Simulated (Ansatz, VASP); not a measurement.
Si: VASP beside Ansatz

```
Si
1.0
     4.06128    0.00000    0.00000
    -2.03064    3.51717    0.00000
     0.00000    0.00000    6.24927
Si
4
Direct
  0.33333 0.66667 0.05922
  0.66667 0.33333 0.55922
  0.33333 0.66667 0.44078
  0.66667 0.33333 0.94078
```

Change from the starting cell: epitaxial_xy strain +6.0%.

Alike in both runs: task single point; functional r2SCAN; k mesh 12 × 12 × 4; occupations fermi-dirac, width 0.02 eV; no spin polarisation.

```csv
,VASP,Ansatz
version,VASP 6.6.1,Ansatz 0.2.0
potentials or method,"VASP PAW PBE potentials, release 64 (Si)","plane waves, PAW"
plane-wave cutoff (eV),520,500
valence electrons in the cell,16,16
```

```csv
,VASP,Ansatz,Ansatz less VASP
pressure (GPa),-7.8,-7.6,+0.18
"traceless stress, the component that is largest in VASP (GPa)",7.69,7.66,-0.031
rms of the force components (eV/Å),0.004,0.001,-0.0035
```

VASP's potentials were made for PBE, not for r2SCAN. Atom by atom the forces differ by 0.003 eV/Å (rms over components). With one functional, cell and mesh, what is left measures potentials, basis and numerics.
